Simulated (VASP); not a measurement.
# RbBr (Pm-3m) in VASP: notebook, part 2 of 2

VASP 6.6.1. Earlier steps stand in the parts before.

## 4. Single point, LDA

This run uses another cell than the first one, of 31.23 Å³/atom.

The input, INCAR:

```
SYSTEM = RbBr
ALGO     = Normal         ! electronic algorithm
EDIFF    = 1E-6           ! SCF threshold, eV
ENCUT    = 520            ! plane-wave cutoff, eV
GGA      = CA             ! functional
ISIF     = 2              ! what is computed and relaxed
ISMEAR   = 0              ! smearing method
LASPH    = .TRUE.         ! aspherical terms in the spheres
LCHARG   = .FALSE.        ! write CHGCAR
LREAL    = .FALSE.        ! projectors in reciprocal space
LWAVE    = .FALSE.        ! write WAVECAR
NBANDS   = 15             ! bands
NELM     = 100            ! most SCF steps
PREC     = Accurate       ! precision mode
SIGMA    = 0.02           ! smearing width, eV
```

The input, KPOINTS:

```
k-points
0
G
  6 6 6
  0 0 0
```

The input, POSCAR:

```
RbBr
1.0
    3.9675087258      0.0000000000      0.0000000000
    0.0000000000      3.9675087258      0.0000000000
    0.0000000000      0.0000000000      3.9675087258
Rb Br
1 1
Direct
    0.0000000000      0.0000000000      0.0000000000
    0.5000000000      0.5000000000      0.5000000000
```

Started as:

```sh
> cat potpaw_LDA.64/Rb_sv/POTCAR potpaw_LDA.64/Br/POTCAR > POTCAR
> mpirun -np 1 vasp_std > vasp.out
```

Run time: 5.6 s. Hardware: 1 thread of Intel Xeon 6975P-C (Granite Rapids), shared host; peak memory 0.15 GiB.

It converged, with:

| Quantity | Value |
| --- | --- |
| Free energy | -6.7197 eV |
| Pressure | 0.1 GPa |
| Band gap on the k mesh | 4.13 eV (least direct gap 4.28 eV) |

Levels at points of the mesh, in eV from the valence-band top:
```
           k point  band 6  band 7  band 8  band 9  band 10  band 11
(0.00, 0.00, 0.00)   -0.16   -0.16   -0.16    4.13     5.13     5.13
(0.50, 0.00, 0.00)   -2.14   -0.31   -0.31    6.60     7.37     8.02
(0.50, 0.50, 0.00)   -1.21   -1.21    0.00    5.02     6.05     7.84
(0.50, 0.50, 0.50)   -1.71   -1.71   -1.71    8.38     8.38     8.38
```

A k mesh can miss the band edges.

## 5. Relaxation of cell and atoms, LDA

This run uses another cell than the first one, of 31.23 Å³/atom.

The input, INCAR:

```
SYSTEM = RbBr
ALGO = Normal
EDIFF = 1E-6
EDIFFG = -0.005
ENCUT = 600
GGA = CA
IBRION = 2
ISIF = 3
ISMEAR = 0
LASPH = .True.
LCHARG = .False.
LREAL = .False.
LWAVE = .False.
NELM = 100
NSW = 100
PREC = Accurate
SIGMA = 0.02
```

The input, KPOINTS:

```
k-points
0
Gamma
  6 6 6
  0 0 0
```

POSCAR is that of step 4.

Started as:

```sh
> cat potpaw_LDA.64/Rb_sv/POTCAR potpaw_LDA.64/Br/POTCAR > POTCAR
> mpirun -np 1 vasp_std > vasp.out
```

Run time: 7.4 s. Hardware: 1 thread of Intel Xeon 6975P-C (Granite Rapids), shared host; peak memory 0.17 GiB.

It converged, with:

| Item | Value |
| --- | --- |
| Free energy | -6.7198 eV |
| Relaxed volume | 31.33 Å³/atom |
| Relaxed cell | a = 3.972 Å, b = 3.972 Å, c = 3.972 Å, α = 90.00°, β = 90.00°, γ = 90.00° |
| Space group after relaxing (to 0.1 Å) | Pm-3m (No. 221) |
| Energy gained by relaxing | 0.0 meV/atom |
| Ionic steps | 3 |
| Pressure after relaxing | 0.0 GPa |
| Band gap on the k mesh | 4.11 eV (least direct gap 4.27 eV) |

Final structure:
```
CELL_PARAMETERS angstrom
3.97192 0.00000 0.00000
0.00000 3.97192 0.00000
0.00000 0.00000 3.97192
ATOMIC_POSITIONS crystal
Rb 0.00000 0.00000 0.00000
Br 0.50000 0.50000 0.50000
```

Levels at points of the mesh, in eV from the valence-band top:
| k point | band 6 | band 7 | band 8 | band 9 | band 10 | band 11 |
| --- | --- | --- | --- | --- | --- | --- |
| (0.00, 0.00, 0.00) | -0.16 | -0.16 | -0.16 | 4.11 | 5.14 | 5.14 |
| (0.50, 0.00, 0.00) | -2.13 | -0.31 | -0.31 | 6.60 | 7.36 | 8.00 |
| (0.50, 0.50, 0.00) | -1.20 | -1.20 | 0.00 | 5.02 | 6.05 | 7.84 |
| (0.50, 0.50, 0.50) | -1.70 | -1.70 | -1.70 | 8.37 | 8.37 | 8.37 |

A k mesh can miss the band edges.

## 6. Relaxation of cell and atoms, LDA, target pressure 4 GPa, at which the enthalpy is minimised

This run uses another cell than the first one, of 31.23 Å³/atom.

The input, INCAR:

```
PREC = Accurate
ENCUT = 600
EDIFF = 1E-7
ISMEAR = 0
SIGMA = 0.01
LREAL = F
LASPH = T
NELM = 100
ALGO = Normal
ISIF = 3
LWAVE = F
LCHARG = F
IBRION = 2
NSW = 80
EDIFFG = -0.001
PSTRESS = 40.0
```

The input, KPOINTS:

```
Automatic mesh
0
Gamma
  6 6 6
```

POSCAR is that of step 5.

Potentials or basis: VASP PAW LDA potentials, release 64 (Rb_sv, Br).

Started as:

```sh
> cat potpaw_LDA.64/Rb_sv/POTCAR potpaw_LDA.64/Br/POTCAR > POTCAR
> mpirun -np 1 vasp_std > vasp.out
```

Run time: 14 s. Hardware: 1 thread of Intel Xeon 6975P-C (Granite Rapids), shared host; peak memory 0.17 GiB.

The run converged. Its results:

```yaml
Free_energy: -6.6374 eV
Relaxed_volume: 27.58 Å³/atom
Relaxed_cell: a = 3.807 Å, b = 3.807 Å, c = 3.807 Å, α = 90.00°, β = 90.00°, γ = 90.00°
Space_group_after_relaxing_to_0.1_Å: Pm-3m (No. 221)
Energy_change_on_relaxing_the_run_minimises_the_enthalpy: +41.2 meV/atom
Ionic_steps: 5
Pressure_after_relaxing: 4.0 GPa
Band_gap_on_the_k_mesh: 4.72 eV (least direct gap 4.85 eV)
```

The path:
| step | energy change (eV) | largest force (eV/Å) | pressure (GPa) | volume (Å³) |
| --- | --- | --- | --- | --- |
| 1 | 0.0000 | 0.0000 | 0.08 | 62.45 |
| 2 | 0.0672 | 0.0000 | 3.52 | 55.80 |
| 3 | 0.0821 | 0.0000 | 3.99 | 55.17 |
| 4 | 0.0856 | 0.0000 | 4.09 | 55.03 |
| 5 | 0.0823 | 0.0000 | 4.00 | 55.16 |

Final structure:
```
Rb Br
1.0
     3.80656    0.00000    0.00000
     0.00000    3.80656    0.00000
     0.00000    0.00000    3.80656
Rb Br
1 1
Cartesian
  0.0000 3.8066 3.8066
  1.9033 1.9033 1.9033
```

Levels at points of the mesh, in eV from the valence-band top:
| k point | band 6 | band 7 | band 8 | band 9 | band 10 | band 11 |
| --- | --- | --- | --- | --- | --- | --- |
| (0.00, 0.00, 0.00) | -0.13 | -0.13 | -0.13 | 4.72 | 4.88 | 4.88 |
| (0.50, 0.00, 0.00) | -2.53 | -0.40 | -0.40 | 6.53 | 8.09 | 8.44 |
| (0.50, 0.50, 0.00) | -1.32 | -1.32 | 0.00 | 5.01 | 6.15 | 7.87 |
| (0.50, 0.50, 0.50) | -2.12 | -2.12 | -2.12 | 8.91 | 8.91 | 8.91 |

Caveat: the cell is relaxed towards a set pressure, so the run minimises the enthalpy, not the energy.

## 7. Summary

| task | cell | cutoff (eV) | smearing | gap on the mesh (eV) | pressure (GPa) |
| --- | --- | --- | --- | --- | --- |
| single point | a = 3.802 Å, 2 atoms | 520 | gaussian 0.01 eV | 4.74 | 4.1 |
| single point | a = 3.968 Å, 2 atoms | 520 | gaussian 0.02 eV | 4.13 | 0.1 |
| relaxation of cell and atoms | relaxed from a = 3.968 Å, 2 atoms | 600 | gaussian 0.02 eV | 4.11 | 0.0 |
| relaxation of cell and atoms | relaxed to 4 GPa from a = 3.968 Å, 2 atoms | 600 | gaussian 0.01 eV | 4.72 | 4.0 |

Alike in all rows: level LDA; potentials or basis VASP PAW LDA potentials, release 64 (Rb_sv, Br); no spin polarisation; k mesh 6 × 6 × 6.

Caveats: the cell stands under pressure (at least some runs); the cell is relaxed towards a set pressure, so the run minimises the enthalpy, not the energy (at least some runs).

Absolute energies hang on the potentials; compare differences alone.
